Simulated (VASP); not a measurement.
# Mo3N4 (Pm-3m) in VASP: further runs

Mo3N4 is run at these levels: PBEsol; tasks: vibrations by perturbation theory, electric field gradients.

Everything below comes from runs of VASP 6.6.1. Logs are shortened: lines on timing, memory, paths and dates and some standing lists are left out, and cuts for length are marked.

### Step 1. The cell of the first run

The structure is cubic, space group Pm-3m (No. 221). Conventional cell: a = 4.166 Å, b = 4.166 Å, c = 4.166 Å, α = 90.00°, β = 90.00°, γ = 90.00°. Mo (site symmetry 4/mmm) has 6 N at 2.08 Å within 2.8 Å. N (site symmetry m-3m) has 6 Mo at 2.08 Å within 2.8 Å. N (site symmetry 4/mmm) has 4 Mo at 2.08 Å within 2.8 Å.

### Step 2. Vibrations by perturbation theory, PBEsol

INCAR reads:

```
SYSTEM = Mo3N4
PREC = Accurate ; ENCUT = 600
EDIFF = 1E-8 ; ISMEAR = -1
SIGMA = 0.15 ; LREAL = .False.
LASPH = .True. ; NELM = 120
ALGO = Normal ; ISIF = 2
LWAVE = .False. ; LCHARG = .False.
GGA = PS ; NBANDS = 40
IBRION = 8 ; NSW = 1
GGA_COMPAT = .False. ; KPAR = 4
```

KPOINTS reads:

```
regular mesh
0
Gamma
  8 8 8
  0 0 0
```

POSCAR reads:

```
Mo3N4
1.0
    4.1657145949      0.0000000000      0.0000000000
    0.0000000000      4.1657145949      0.0000000000
    0.0000000000      0.0000000000      4.1657145949
Mo N
3 4
Direct
    0.5000000000      0.5000000000      0.0000000000
    0.0000000000      0.5000000000      0.5000000000
    0.5000000000      0.0000000000      0.5000000000
    0.5000000000      0.5000000000      0.5000000000
    0.5000000000      0.0000000000      0.0000000000
    0.0000000000      0.5000000000      0.0000000000
    0.0000000000      0.0000000000      0.5000000000
```

Potentials or basis: VASP PAW PBE potentials, release 64 (Mo_sv, N).

The run is started by

```sh
> cat potpaw_PBE.64/Mo_sv/POTCAR potpaw_PBE.64/N/POTCAR > POTCAR
> mpirun -np 4 vasp_std > vasp.out
```

OUTCAR:

```text
SYSTEM = Mo3N4
   PREC = Accurate
   ENCUT = 600
   EDIFF = 1E-8
   ISMEAR = -1
   LREAL = .False.
   LASPH = .True.
   NELM = 120
   ISIF = 2
   GGA = PS
   IBRION = 8
   NSW = 1

 ion  position               nearest neighbor table
   1  0.500  0.500  0.000-   4 2.08   5 2.08   6 2.08   4 2.08   5 2.08   6 2.08   3 2.95   3 2.95
                             3 2.95   2 2.95   3 2.95   2 2.95   2 2.95   2 2.95
   2  0.000  0.500  0.500-   4 2.08   6 2.08   7 2.08   6 2.08   7 2.08   4 2.08   3 2.95   3 2.95
                             1 2.95   1 2.95   3 2.95   1 2.95   1 2.95   3 2.95
   3  0.500  0.000  0.500-   4 2.08   5 2.08   7 2.08   5 2.08   4 2.08   7 2.08   2 2.95   1 2.95
                             2 2.95   1 2.95   1 2.95   2 2.95   1 2.95   2 2.95
   4  0.500  0.500  0.500-   1 2.08   2 2.08   3 2.08   1 2.08   3 2.08   2 2.08
   5  0.500  0.000  0.000-   1 2.08   3 2.08   3 2.08   1 2.08
   6  0.000  0.500  0.000-   1 2.08   2 2.08   2 2.08   1 2.08
   7  0.000  0.000  0.500-   2 2.08   3 2.08   2 2.08   3 2.08

  LATTYP: Found a simple cubic cell.
 ALAT       =     4.1657145949

  Lattice vectors:

 A1 = (   4.1657145949,   0.0000000000,   0.0000000000)
 A2 = (   0.0000000000,   4.1657145949,   0.0000000000)
 A3 = (   0.0000000000,   0.0000000000,   4.1657145949)

Analysis of symmetry for initial positions (statically):
=====================================================================
 Subroutine PRICEL returns:
 Original cell was already a primitive cell.

 Routine SETGRP: Setting up the symmetry group for a
 simple cubic supercell.

 Subroutine GETGRP returns: Found 48 space group operations
 (whereof 48 operations were pure point group operations)
 out of a pool of 48 trial point group operations.

The static configuration has the point symmetry O_h .

Analysis of symmetry for dynamics (positions and initial velocities):
=====================================================================
 Subroutine PRICEL returns:
 Original cell was already a primitive cell.

 Routine SETGRP: Setting up the symmetry group for a
 simple cubic supercell.

 Subroutine GETGRP returns: Found 48 space group operations
 (whereof 48 operations were pure point group operations)
 out of a pool of 48 trial point group operations.

The dynamic configuration has the point symmetry O_h .

 Subroutine INISYM returns: Found 48 space group operations
[... 1234 lines left out ...]

[... ionic steps 2 to 15 ...]

--------------------------------------- Ionic step       16  -------------------------------------------

------------------------ aborting loop because EDIFF is reached ----------------------------------------

--------------------------------------- Ionic step       17  -------------------------------------------

 Free energy of the ion-electron system (eV)
  ---------------------------------------------------
  ---------------------------------------------------
  free energy    TOTEN  =        -0.24165726 eV

  energy without entropy =       -0.24165727

------------------------ aborting loop because EDIFF is reached ----------------------------------------

 INTERNAL STRAIN TENSOR  FOR ION    5  DIRECTION 2   (eV/Angst):
 -----------------------------------------------------------------------------
    -0.00227  0.00000  0.00000
     0.00000 -0.06467  0.00000
     0.00000  0.00000  0.04211

 INTERNAL STRAIN TENSOR FOR ION    7 for displacements in x,y,z  (eV/Angst):
          X           Y           Z          XY          YZ          ZX
  --------------------------------------------------------------------------------
  x     0.00000     0.00000     0.00000     0.00000     0.00000     0.00000
  y     0.00000     0.00000     0.00000     0.00000     0.00000     0.00000
  z     0.00000     0.00000     0.00000     0.00000     0.00000     0.00000

 SECOND DERIVATIVES (NOT SYMMETRIZED)
 ------------------------------------
               1X          1Y          1Z          2X          2Y          2Z          3X          3Y          3Z          4X          4Y          4Z          5X          5Y          5Z          6X          6Y          6Z          7X          7Y          7Z
  1X    -1.411184    0.000000    0.000000   -3.859821    0.000000    0.000000    0.513246    0.000000    0.000000   -4.600324    0.000000    0.000000    1.960675    0.000000    0.000000    6.701896    0.000000    0.000000    0.695512    0.000000    0.000000
  1Y     0.000000   -1.411184    0.000000    0.000000    0.513246    0.000000    0.000000   -3.859821    0.000000    0.000000   -4.600324    0.000000    0.000000    6.701896    0.000000    0.000000    1.960675    0.000000    0.000000    0.695512    0.000000
  1Z    -0.000000   -0.000000    0.860024    0.000000    0.000000   -3.859834   -0.000000    0.000000   -3.859834   -0.000000    0.000000   14.393349    0.000000    0.000000   -3.876002    0.000000    0.000000   -3.876002   -0.000000    0.000000    0.218298
  2X    -3.859834   -0.000000   -0.000000    0.860024   -0.000000    0.000000   -3.859834    0.000000   -0.000000   14.393349    0.000000    0.000000    0.218298   -0.000000    0.000000   -3.876002   -0.000000   -0.000000   -3.876002    0.000000    0.000000
  2Y     0.000000    0.513246    0.000000    0.000000   -1.411184    0.000000    0.000000   -3.859821    0.000000    0.000000   -4.600324    0.000000    0.000000    0.695512    0.000000    0.000000    1.960675    0.000000    0.000000    6.701896    0.000000
  2Z     0.000000    0.000000   -3.859821    0.000000    0.000000   -1.411184    0.000000    0.000000    0.513246    0.000000    0.000000   -4.600324    0.000000    0.000000    0.695512    0.000000    0.000000    6.701896    0.000000    0.000000    1.960675
  3X     0.513246    0.000000    0.000000   -3.859821    0.000000    0.000000   -1.411184    0.000000    0.000000   -4.600324    0.000000    0.000000    1.960675    0.000000    0.000000    0.695512    0.000000    0.000000    6.701896    0.000000    0.000000
  3Y    -0.000000   -3.859834   -0.000000   -0.000000   -3.859834   -0.000000   -0.000000    0.860024    0.000000    0.000000   14.393349   -0.000000   -0.000000   -3.876002    0.000000   -0.000000    0.218298    0.000000    0.000000   -3.876002    0.000000
  3Z     0.000000    0.000000   -3.859821    0.000000    0.000000    0.513246    0.000000    0.000000   -1.411184    0.000000    0.000000   -4.600324    0.000000    0.000000    6.701896    0.000000    0.000000    0.695512    0.000000    0.000000    1.960675
  4X    -4.597837    0.000000    0.000000   14.398879   -0.000000    0.000000   -4.597837    0.000000    0.000000   -7.467538    0.000000   -0.000000    0.176848    0.000000    0.000000    1.043742   -0.000000    0.000000    1.043742   -0.000000    0.000000
  4Y    -0.000000   -4.597837    0.000000    0.000000   -4.597837    0.000000   -0.000000   14.398879    0.000000    0.000000   -7.467538   -0.000000    0.000000    1.043742    0.000000   -0.000000    0.176848    0.000000   -0.000000    1.043742    0.000000
  4Z    -0.000000    0.000000   14.398879   -0.000000   -0.000000   -4.597837    0.000000    0.000000   -4.597837    0.000000    0.000000   -7.467538   -0.000000   -0.000000    1.043742    0.000000    0.000000    1.043742    0.000000   -0.000000    0.176848
  5X     1.960889   -0.000000   -0.000000    0.221907    0.000000    0.000000    1.960889   -0.000000    0.000000    0.176232   -0.000000    0.000000   -8.099862    0.000000   -0.000000    1.889973   -0.000000    0.000000    1.889973    0.000000   -0.000000
  5Y     0.000000    6.704186    0.000000    0.000000    0.697895    0.000000    0.000000   -3.873636    0.000000    0.000000    1.043355    0.000000    0.000000   -7.352909    0.000000    0.000000    1.890011    0.000000    0.000000    0.891099    0.000000
  5Z     0.000000    0.000000   -3.873636    0.000000    0.000000    0.697895    0.000000    0.000000    6.704186    0.000000    0.000000    1.043355    0.000000    0.000000   -7.352909    0.000000    0.000000    0.891099    0.000000    0.000000    1.890011
  6X     6.704186    0.000000    0.000000   -3.873636    0.000000    0.000000    0.697895    0.000000    0.000000    1.043355    0.000000    0.000000    1.890011    0.000000    0.000000   -7.352909    0.000000    0.000000    0.891099    0.000000    0.000000
  6Y     0.000000    1.960889   -0.000000    0.000000    1.960889   -0.000000    0.000000    0.221907    0.000000   -0.000000    0.176232    0.000000   -0.000000    1.889973    0.000000    0.000000   -8.099862    0.000000    0.000000    1.889973    0.000000
  6Z     0.000000    0.000000   -3.873636    0.000000    0.000000    6.704186    0.000000    0.000000    0.697895    0.000000    0.000000    1.043355    0.000000    0.000000    0.891099    0.000000    0.000000   -7.352909    0.000000    0.000000    1.890011
  7X     0.697895    0.000000    0.000000   -3.873636    0.000000    0.000000    6.704186    0.000000    0.000000    1.043355    0.000000    0.000000    1.890011    0.000000    0.000000    0.891099    0.000000    0.000000   -7.352909    0.000000    0.000000
  7Y     0.000000    0.697895    0.000000    0.000000    6.704186    0.000000    0.000000   -3.873636    0.000000    0.000000    1.043355    0.000000    0.000000    0.891099    0.000000    0.000000    1.890011    0.000000    0.000000   -7.352909    0.000000
  7Z     0.000000    0.000000    0.221907    0.000000   -0.000000    1.960889   -0.000000    0.000000    1.960889   -0.000000   -0.000000    0.176232   -0.000000    0.000000    1.889973    0.000000   -0.000000    1.889973    0.000000    0.000000   -8.099862

 Eigenvectors and eigenvalues of the dynamical matrix
 ----------------------------------------------------

   1 f  =   14.681021 THz    92.243574 2PiTHz  489.706141 cm-1    60.715796 meV
             X         Y         Z           dx          dy          dz
      2.082857  2.082857  0.000000    -0.003331    0.000240   -0.378191
      0.000000  2.082857  2.082857     0.008325    0.000240    0.151304
      2.082857  0.000000  2.082857    -0.003331   -0.000599    0.151304
      2.082857  2.082857  2.082857    -0.015075    0.001085    0.684810
      2.082857  0.000000  0.000000    -0.005642   -0.000589   -0.371517
      0.000000  2.082857  0.000000     0.008178    0.000406   -0.371517
      0.000000  0.000000  2.082857     0.008178   -0.000589    0.256290
[... 191 lines left out ...]
  21 f/i=    8.832047 THz    55.493388 2PiTHz  294.605378 cm-1    36.526395 meV
             X         Y         Z           dx          dy          dz
      2.082857  2.082857  0.000000     0.000000   -0.000000   -0.718797
      0.000000  2.082857  2.082857    -0.000000   -0.000000    0.358250
      2.082857  0.000000  2.082857     0.000000    0.000000    0.358250
      2.082857  2.082857  2.082857    -0.000000    0.000000   -0.406521
      2.082857  0.000000  0.000000     0.000000   -0.000000    0.165343
      0.000000  2.082857  0.000000     0.000000   -0.000000    0.165343
      0.000000  0.000000  2.082857     0.000000    0.000000    0.081909

--------------------------------------------------------------------------------------------------------

 ELASTIC MODULI CONTR FROM IONIC RELAXATION (kBar)
 Direction    XX          YY          ZZ          XY          YZ          ZX
 --------------------------------------------------------------------------------
 XX           0.0000      0.0000      0.0000      0.0000      0.0000      0.0000
 YY           0.0000      0.0000      0.0000      0.0000      0.0000      0.0000
 ZZ           0.0000      0.0000      0.0000      0.0000      0.0000      0.0000
 XY           0.0000      0.0000      0.0000      0.0000      0.0000      0.0000
 YZ           0.0000      0.0000      0.0000      0.0000      0.0000      0.0000
 ZX           0.0000      0.0000      0.0000      0.0000      0.0000      0.0000
 --------------------------------------------------------------------------------
```

It took 13 min on 4 MPI ranks of Intel Xeon Platinum 8259CL at 2.50GHz (Skylake/Cascade Lake), shared host; peak memory 0.88 GiB.

Results:

```yaml
Highest_phonon_frequency_at_Γ: 490 cm⁻¹
Most_unstable_mode: 295i cm⁻¹
```

Phonon frequencies in cm⁻¹ (negative: imaginary):
| q point | frequencies |
| --- | --- |
| (0.000, 0.000, 0.000) | -295 -295 -295 -80 -80 -80 0 0 0 305 305 305 415 415 415 426 426 426 490 490 490 |

Caveat: some modes are imaginary.

(Continued in part 2 of 2.)
